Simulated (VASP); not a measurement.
Input of a VASP 6.6.1 run:

File INCAR:

```
SYSTEM = Ti
ALGO = Fast ; EDIFF = 1E-7
ENCUT = 520 ; GGA = PS
ISIF = 2 ; ISMEAR = 0
LASPH = .True. ; LCHARG = .False.
LREAL = .False. ; LWAVE = .False.
NBANDS = 12 ; NELM = 60
PREC = Accurate ; SIGMA = 0.15
```

Contents of KPOINTS:

```
k-points
0
Gamma
  22 22 22
  0 0 0
```

File POSCAR:

```
Ti
1.0
   -1.5026486707      1.5026486707      2.0261714676
    1.5026486707     -1.5026486707      2.0261714676
    1.5026486707      1.5026486707     -2.0261714676
Ti
1
Direct
    0.0000000000      0.0000000000      0.0000000000
```

Potentials or basis: VASP PAW PBE potentials, release 64 (Ti_sv).

Command:

```sh
$ cat potpaw_PBE.64/Ti_sv/POTCAR > POTCAR
$ mpirun -np 1 vasp_std > vasp.out
```

(1) Estimate the pressure.

(2) What does it give for the band gap on the k mesh?

## Answers

(1) -9.1 GPa.

(2) zero (band 6 reaches 8.36 eV, above the bottom of band 7 at 7.03 eV).

Caveat: the PAW data sets were made with another functional, which shifts forces and pressure a little.
